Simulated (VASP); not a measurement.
# TiO (Pm-3m) in VASP: further runs, part 2 of 2

VASP 6.6.1. Earlier steps stand in the parts before.

**3. Relaxation of cell and atoms, r2SCAN**

File POSCAR:

```
TiO
1.0
    4.0866680000      0.0000000000      0.0000000000
    0.0000000000      4.0866680000      0.0000000000
    0.0000000000      0.0000000000      4.0866680000
Ti O
3 3
Direct
    0.5000000000      0.5000000000      0.0000000000
    0.0000000000      0.5000000000      0.5000000000
    0.5000000000      0.0000000000      0.5000000000
    0.0000000000      0.5000000000      0.0000000000
    0.5000000000      0.0000000000      0.0000000000
    0.0000000000      0.0000000000      0.5000000000
```

File INCAR.step1:

```
SYSTEM = TiO
  PREC = Accurate
  ENCUT = 600
  ISMEAR = 0
  SIGMA = 0.1
  LREAL = .FALSE.
  LASPH = .TRUE.
  NELM = 100
  GGA = PE
  ALGO = Normal
  EDIFF = 1E-4
  LWAVE = .TRUE.
  LCHARG = .FALSE.
```

File INCAR.step2:

```
SYSTEM = TiO
  PREC = Accurate
  ENCUT = 600
  EDIFF = 1E-7
  ISMEAR = 0
  SIGMA = 0.1
  LREAL = .FALSE.
  LASPH = .TRUE.
  NELM = 100
  ALGO = Normal
  ISIF = 3
  LWAVE = .FALSE.
  LCHARG = .FALSE.
  METAGGA = R2SCAN
  LMIXTAU = .TRUE.
  IBRION = 2
  NSW = 80
  EDIFFG = -0.01
  ISTART = 1
```

File KPOINTS:

```
regular mesh
0
G
  10 10 10
  0 0 0
```

Potentials or basis: VASP PAW PBE potentials, release 64 (Ti_sv, O).

Run with:

```sh
cat potpaw_PBE.64/Ti_sv/POTCAR potpaw_PBE.64/O/POTCAR > POTCAR
cp INCAR.step1 INCAR
mpirun -np 1 vasp_std > vasp.out
cp INCAR.step2 INCAR
mpirun -np 1 vasp_std > vasp.out
```

OUTCAR:

```text
SYSTEM = TiO
   PREC = Accurate
   ENCUT = 600
   EDIFF = 1E-7
   ISMEAR = 0
   LREAL = .FALSE.
   LASPH = .TRUE.
   NELM = 100
   ISIF = 3
   METAGGA = R2SCAN
   IBRION = 2
   NSW = 80
   EDIFFG = -0.01
   ISTART = 1

 ion  position               nearest neighbor table
   1  0.500  0.500  0.000-   4 2.04   5 2.04   5 2.04   4 2.04   2 2.89   3 2.89   3 2.89   2 2.89
                             3 2.89   2 2.89   3 2.89   2 2.89
   2  0.000  0.500  0.500-   4 2.04   6 2.04   4 2.04   6 2.04   1 2.89   1 2.89   3 2.89   3 2.89
                             1 2.89   3 2.89   1 2.89   3 2.89
   3  0.500  0.000  0.500-   5 2.04   6 2.04   5 2.04   6 2.04   1 2.89   1 2.89   1 2.89   2 2.89
                             1 2.89   2 2.89   2 2.89   2 2.89
   4  0.000  0.500  0.000-   1 2.04   2 2.04   2 2.04   1 2.04
   5  0.500  0.000  0.000-   1 2.04   3 2.04   3 2.04   1 2.04
   6  0.000  0.000  0.500-   2 2.04   3 2.04   2 2.04   3 2.04

  LATTYP: Found a simple cubic cell.
 ALAT       =     4.0866680000

  Lattice vectors:

 A1 = (   4.0866680000,   0.0000000000,   0.0000000000)
 A2 = (   0.0000000000,   4.0866680000,   0.0000000000)
 A3 = (   0.0000000000,   0.0000000000,   4.0866680000)

Analysis of symmetry for initial positions (statically):
=====================================================================
 Subroutine PRICEL returns:
 Original cell was already a primitive cell.

 Routine SETGRP: Setting up the symmetry group for a
 simple cubic supercell.

 Subroutine GETGRP returns: Found 48 space group operations
 (whereof 48 operations were pure point group operations)
 out of a pool of 48 trial point group operations.

The static configuration has the point symmetry O_h .

Analysis of symmetry for dynamics (positions and initial velocities):
=====================================================================
[... 139 lines left out ...]
  volume/ion in A,a.u.               =      11.38        76.76
  Fermi-wavevector in a.u.,A,eV,Ry     =   1.514154  2.861336 31.193567  2.292662
  Thomas-Fermi vector in A             =   2.623850
   LORBIT       =      0    0 simple, 1 ext, 2 COOP (PROOUT), +10 PAW based schemes
   METAGGA = R2SCAN    functional components
   LHFCALC =     F    Hartree Fock is set to
   AEXX    =    0.0000 exact exchange contribution
   IVDW    =     0    specifies the selected vdW correction
   LEPSILON=     F    determine dielectric tensor
   LRPA    =     F    only Hartree local field effects (RPA)
 conjugate gradient relaxation of ions
 non-spin polarized calculation
 Gauss-broadening in eV      SIGMA  =   0.10
  energy-cutoff  :      600.00
  volume of cell :       68.25
 maximum number of plane-waves:      2301
 NGX is ok and might be reduce to    36
   NGX = 17   NGY = 17   NGZ = 17

--------------------------------------- Ionic step        1  -------------------------------------------

 number of electron      53.9999995 magnetization

 Free energy of the ion-electron system (eV)
  ---------------------------------------------------
  ext. energy  EPLUGINS =         0.00000000
  ---------------------------------------------------
  free energy    TOTEN  =       -72.79881174 eV

  energy without entropy =      -72.77230445  energy(sigma->0) =      -72.78555810

------------------------ aborting loop because EDIFF is reached ----------------------------------------

  FORCE on cell =-STRESS in cart. coord.  units (eV):
  Direction    XX          YY          ZZ          XY          YZ          ZX
  --------------------------------------------------------------------------------------
  -------------------------------------------------------------------------------------
  Total       -1.5981344     -1.5981344     -1.5981344     -0.0000000      0.0000000     -0.0000000
  in kB      -37.5159386    -37.5159386    -37.5159386     -0.0000000      0.0000000     -0.0000000
  external PRESSURE =     -37.5159386 kB  Pullay stress =       0.0000000 kB
[... 67 lines left out ...]
--------------------------------------- Ionic step        3  -------------------------------------------

 number of electron      53.9999999 magnetization

 Free energy of the ion-electron system (eV)
  ---------------------------------------------------
  ext. energy  EPLUGINS =         0.00000000
  ---------------------------------------------------
  free energy    TOTEN  =       -72.81298839 eV

  energy without entropy =      -72.78732049  energy(sigma->0) =      -72.80015444

 E-fermi :   8.2711     XC(G=0): -12.6960

 val. band max:        8.2532889242   @ k =   0.5000   0.5000   0.0000
 cond. band min:       8.2720240278   @ k =   0.4000   0.3000   0.2000
 fundamental gap:      0.0187351036
 Fermi energy:         8.2710799280

 k-point     1 :       0.0000    0.0000    0.0000
  band No.  band energies     occupation
      1     -51.3438      2.00000
      2     -51.1904      2.00000
      3     -51.1904      2.00000
      4     -26.7964      2.00000
      5     -26.7964      2.00000
      6     -26.7964      2.00000
[... 829 lines left out ...]
     31      10.2802      0.00000
     32      10.4291      0.00000

 [... further k-points ...]
[... 5 lines left out ...]
  --------------------------------------------------------------------------------------
  -------------------------------------------------------------------------------------
  Total       -0.0055816     -0.0055816     -0.0055816      0.0000000      0.0000000     -0.0000000
  in kB       -0.1333434     -0.1333434     -0.1333434      0.0000000      0.0000000     -0.0000000
  external PRESSURE =      -0.1333434 kB  Pullay stress =       0.0000000 kB
[... 21 lines left out ...]
  FREE ENERGIE OF THE ION-ELECTRON SYSTEM (eV)
  ---------------------------------------------------
  free  energy   TOTEN  =       -72.8129883905 eV

  energy  without entropy=      -72.7873204939  energy(sigma->0) =      -72.80015444

 reached required accuracy - stopping structural energy minimisation
```

OUTCAR.step1:

```text
SYSTEM = TiO
   PREC = Accurate
   ENCUT = 600
   ISMEAR = 0
   LREAL = .FALSE.
   LASPH = .TRUE.
   NELM = 100
[... 1079 lines left out ...]
      0.00000      2.04333      0.00000         0.000000      0.000000      0.000000
      2.04333      0.00000      0.00000         0.000000      0.000000      0.000000
      0.00000      0.00000      2.04333         0.000000      0.000000      0.000000
 -----------------------------------------------------------------------------------
    total drift:                                0.000000      0.000000      0.000000

  FREE ENERGIE OF THE ION-ELECTRON SYSTEM (eV)
  ---------------------------------------------------
  free  energy   TOTEN  =       -53.1609865870 eV

  energy  without entropy=      -53.1342679222  energy(sigma->0) =      -53.14762725
```

It took 54 min on 1 thread of Oxide Virtual Turin-like, shared host; peak memory 0.28 GiB.

Results:

```yaml
Free_energy: -72.8130 eV
Relaxed_volume: 11.18 Å³/atom
Relaxed_cell: a = 4.063 Å, b = 4.063 Å, c = 4.063 Å, α = 90.00°, β = 90.00°, γ = 90.00°
Space_group_after_relaxing_to_0.1_Å: Pm-3m (No. 221)
Energy_gained_by_relaxing: 2.4 meV/atom
Ionic_steps: 3
Pressure_after_relaxing: 0.0 GPa
Band_gap_on_the_k_mesh: zero (bands 27 and 28 overlap by 1.92 eV)
```

Step by step:
| step | energy change (eV) | largest force (eV/Å) | pressure (GPa) | volume (Å³) |
| --- | --- | --- | --- | --- |
| 1 | 0.0000 | 0.0000 | -3.75 | 68.25 |
| 2 | 0.0070 | 0.0000 | 4.92 | 65.65 |
| 3 | -0.0142 | 0.0000 | -0.01 | 67.06 |

Final structure:
```
CELL_PARAMETERS angstrom
4.06286 0.00000 0.00000
0.00000 4.06286 0.00000
0.00000 0.00000 4.06286
ATOMIC_POSITIONS crystal
Ti 0.50000 0.50000 0.00000
Ti 0.00000 0.50000 0.50000
Ti 0.50000 0.00000 0.50000
O 0.00000 0.50000 0.00000
O 0.50000 0.00000 0.00000
O 0.00000 0.00000 0.50000
```

Caveat: the PAW data sets were made with another functional, which shifts forces and pressure a little; semilocal functionals often make such compounds metallic where correlation or magnetic order opens a gap, which also shifts bond lengths.

The gap in the log of VASP goes by the Fermi energy; the results here count the filled bands.